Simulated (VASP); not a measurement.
ZnS:

```
Zn S
1.0
     0.00000    2.71989    2.71989
     2.71989    0.00000    2.71989
     2.71989    2.71989    0.00000
Zn S
1 1
Direct
  0.75000 0.75000 0.75000
  0.00000 0.00000 0.00000
```

Base run:

| Property | Result |
| --- | --- |
| Program | VASP 6.6.1 |
| Functional | PBE0 |
| Potentials or basis | VASP PAW PBE potentials, release 64 (Zn, S) |
| Cutoff | 520 eV |
| k mesh | 5 × 5 × 5 |
| Occupations | fermi-dirac, width 0.05 eV |
| Spin | no spin polarisation |

Its results: band gap on the k mesh 3.94 eV; pressure -0.8 GPa.

After a change of settings the same cell gave: band gap on the k mesh 2.03 eV; pressure 0.2 GPa. Which change was it?
A. functional from PBE0 to b88 exchange, pbe correlation; cutoff from 520 eV to 500 eV; k mesh from 5 × 5 × 5 to 9 × 9 × 9
B. functional from PBE0 to r2SCAN50; share of exact exchange from 0.25 to 0.5
C. functional from PBE0 to HSE06; further incar settings from ALGO = Normal; EDIFF = 1e-06; NBANDS = 16 to ALGO = Normal; EDIFF = 1e-07; NBANDS = 16
D. functional from PBE0 to PBE-based screened hybrid with 25 % exact exchange

A.

Caveats: the PAW data sets were made with another functional, which shifts forces and pressure a little.
